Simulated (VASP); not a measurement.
Runs of VASP 6.6.1 on TiTe2. The structure is that of space group P-3m1 (No. 164), or close to it. The cells are those of the table. 

```tsv
level	cell	gap on the mesh (eV)	pressure (GPa)	largest force (eV/Å)
r2SCAN+rVV10	a = 3.794, b = 3.794, c = 6.535 Å, angles 90.0, 90.0, 120.0°, 3 atoms	none	0.3	0.03
r2SCAN+D3(BJ)	a = 3.777, b = 3.777, c = 6.498 Å, angles 90.0, 90.0, 120.0°, 3 atoms	none	0.3	0.01
PBE+D3(BJ)	a = 3.744, b = 3.744, c = 6.467 Å, angles 90.0, 90.0, 120.0°, 3 atoms	none	-1.4	0.01
BLYP+D3(BJ)	a = 3.748, b = 3.748, c = 6.282 Å, angles 90.0, 90.0, 120.0°, 3 atoms	none	0.2	0.04
BLYP+D3(BJ)	a = 3.770, b = 3.770, c = 6.334 Å, angles 90.0, 90.0, 120.0°, 3 atoms	none	(a)	0.04
```

Alike in all rows: task single point; potentials or basis VASP PAW PBE potentials, release 64 (Ti_sv, Te); no spin polarisation; k mesh 8 × 8 × 4; cutoff (eV) 520; smearing gaussian 0.05 eV.

Question: Estimate the missing entries.

Answer: (a) -0.7.

Caveats: spin-orbit coupling is left out, which moves the levels of the heavy elements; the PAW data sets were made with another functional, which shifts forces and pressure a little (some runs); three body term missing (some runs).

A k mesh can miss the band edges, and the runs leave out spin-orbit coupling on Te.

A gap of «none» marks levels without a gap at the run's occupations.
